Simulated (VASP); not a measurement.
## Ga: relaxation of shape and atoms at fixed volume with PBE

The system is Ga.

```
Ga
1.0
     2.68872    0.00000    0.00000
     0.00000    2.68872    0.00000
     0.00000    0.00000    2.68966
Ga
1
Direct
  0.50000 0.50000 0.50000
```

This isn't the form of Ga at room conditions, which is orthorhombic.

```yaml
Program: VASP 6.6.1
Task: relaxation of shape and atoms at fixed volume
Functional: PBE
Potentials_or_basis: VASP PAW PBE potentials, release 64 (Ga_d)
Cutoff: 600 eV
k_mesh: 20 × 20 × 20
Occupations: gaussian, width 0.1 eV
Spin: no spin polarisation
Dipole_correction: no
Further_INCAR_settings: ALGO = Fast; EDIFF = 1e-06; IBRION = 2; EDIFFG = -0.01; NSW = 50; ISIF = 4
```

* Pressure after relaxing: 1.6 GPa
* Band gap on the k mesh: zero (an odd number of electrons rules out a gap without spin polarisation)

Final structure:
```yaml
crystal:
  lattice:
    - [2.68872, 0.00000, 0.00000]
    - [0.00000, 2.68872, 0.00000]
    - [0.00000, 0.00000, 2.68966]
  atoms:
    - { symbol: Ga, position: [0.50000, 0.50000, 0.50000] }
```

Levels at points of the mesh, in eV from the Fermi level:
| k point | band 5 | band 6 | band 7 | band 8 | band 9 | band 10 |
| --- | --- | --- | --- | --- | --- | --- |
| (0.00, 0.00, 0.00) | -14.60 | -10.76 | 9.16 | 9.17 | 9.17 | 12.09 |
| (0.50, 0.00, 0.00) | -14.59 | -6.24 | -4.24 | 12.72 | 12.73 | 15.90 |
| (0.50, 0.50, 0.00) | -14.46 | -1.52 | -0.70 | -0.70 | 4.23 | 16.43 |
| (0.00, 0.00, 0.50) | -14.59 | -6.25 | -4.24 | 12.73 | 12.73 | 15.99 |
| (0.50, 0.00, 0.50) | -14.46 | -1.53 | -0.70 | -0.70 | 4.23 | 16.39 |
| (0.50, 0.50, 0.50) | -14.45 | 2.70 | 2.70 | 2.70 | 4.14 | 8.29 |

Wall time 53 s on 1 thread of Intel(R) Xeon(R) 6975P-C (Granite Rapids) (shared host), peak memory 0.28 GiB.

Caveat: the relaxation stopped at its first step, so nothing moved.
